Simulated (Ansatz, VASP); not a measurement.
**One calculation of SnO, two programs**

```
Sn O
1.0
     3.83895    0.00000    0.00000
     0.00000    3.83895    0.00000
     0.00000    0.00000    4.91928
Sn O
2 2
Direct
  0.50000 0.00000 0.76463
  0.00000 0.50000 0.23537
  0.00000 0.00000 0.00000
  0.50000 0.50000 0.00000
```

Alike in both runs: task single point; functional BLYP; k mesh 7 × 7 × 6; occupations fermi-dirac, width 0.05 eV; no spin polarisation.

```csv
,VASP,Ansatz
version,VASP 6.6.1,Ansatz 0.2.0
potentials or method,"VASP PAW PBE potentials, release 64 (Sn_d, O)",Ansatz PAW
plane-wave cutoff (eV),520,420
valence electrons in the cell,40,40
```

```tsv
	VASP	Ansatz	Ansatz less VASP
gap on the k mesh at the Fermi level (eV)	0.64	0.65	+0.011
least direct gap on the mesh (eV)	2.17	2.21	+0.041
pressure (GPa)	6.3	6.0	-0.26
traceless stress, the component that is largest in VASP (GPa)	-0.78	-0.82	-0.044
rms of the force components (eV/Å)	0.151	0.110	-0.0416
```

VASP's potentials were made for PBE, not for BLYP. Atom by atom the forces differ by 0.042 eV/Å (rms over components).

Noted on Ansatz's run: odd divisions of the mesh miss points on the zone boundary, where band edges often lie, so the gap on the mesh can be too wide.
